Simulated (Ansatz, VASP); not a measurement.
Two plane-wave programs on AsH3

```xyz
4
Lattice="12.5572 0.0000 0.0000 0.0000 13.0572 0.0000 0.0000 0.0000 13.5572" Properties=species:S:1:pos:R:3 pbc="T T T"
As    6.6084    6.6540    6.2070
H     6.6435    5.3906    7.0736
H     6.9205    7.5293    7.4256
H     5.1030    6.8084    6.4488
```

Alike in both runs: task single point; functional PBE; dispersion D4; k mesh 1 × 1 × 1; occupations gaussian, width 0.005 eV; no spin polarisation.

|  | VASP | Ansatz |
| --- | --- | --- |
| version | VASP 6.6.1 | Ansatz 0.2.0 |
| potentials or method | VASP PAW PBE potentials, release 64 (As, H) | scalar-relativistic, plane waves, PAW |
| plane-wave cutoff (eV) | 400 | 420 |
| valence electrons in the cell | 8 | 18 |

VASP gave:

```
rms of the force components (eV/Å) : 0.070
```

Task: Estimate Ansatz's values.

Result: rms of the force components (eV/Å): 0.003.

Atom by atom the forces differ by 0.067 eV/Å (rms over components). VASP's potentials hold 8 valence electrons a cell and Ansatz's 18, so a difference there can come from the potentials and not from the codes.
